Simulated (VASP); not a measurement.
Set up this calculation in VASP 6.6.1, as the native input.

```yaml
Task: electric field gradients
Functional: PBEsol
Potentials_or_basis: VASP PAW PBE potentials, release 64 (Cd, Te)
Cutoff: 520 eV
k_mesh: 10 × 10 × 10
Occupations: fermi-dirac, width 0.08 eV
Spin: no spin polarisation
Dipole_correction: no
Further_INCAR_settings: ALGO = Normal; EDIFF = 1e-08; NBANDS = 16
```

The structure of CdTe lies in POSCAR:

```
CdTe
1.0
    0.0000000000      3.2050000000      3.2050000000
    3.2050000000      0.0000000000      3.2050000000
    3.2050000000      3.2050000000      0.0000000000
Cd Te
1 1
Direct
    0.0000000000      0.0000000000      0.0000000000
    0.7500000000      0.7500000000      0.7500000000
```

These files were run (other wordings do the same):

INCAR

```
ALGO = Normal
EDIFF = 1E-8
ENCUT = 520
GGA = PS
ISIF = 2
ISMEAR = -1
LASPH = True
LCHARG = False
LEFG = True
LREAL = False
LWAVE = False
NBANDS = 16
NELM = 100
PREC = Accurate
SIGMA = 0.08
```

KPOINTS

```
k-points
0
Gamma
  10 10 10
```

Potentials or basis: VASP PAW PBE potentials, release 64 (Cd, Te).

Run with:

```sh
$ cat potpaw_PBE.64/Cd/POTCAR potpaw_PBE.64/Te/POTCAR > POTCAR
$ mpirun -np 1 vasp_std > vasp.out
```

It gave:

| Quantity | Value |
| --- | --- |
| Pressure | 1.8 GPa |
| Band gap on the k mesh | 0.76 eV, direct |

Caveat: without QUAD_EFG the Cq values of the log hold for a quadrupole moment of 1 mb, not for the nuclei; the PAW data sets were made with another functional, which shifts forces and pressure a little; spin-orbit coupling is left out, which moves the levels of the heavy elements.

It took 25 s on 1 thread of Intel(R) Xeon(R) Platinum 8559C (Emerald Rapids), with other jobs on the host, peak memory 0.23 GiB.
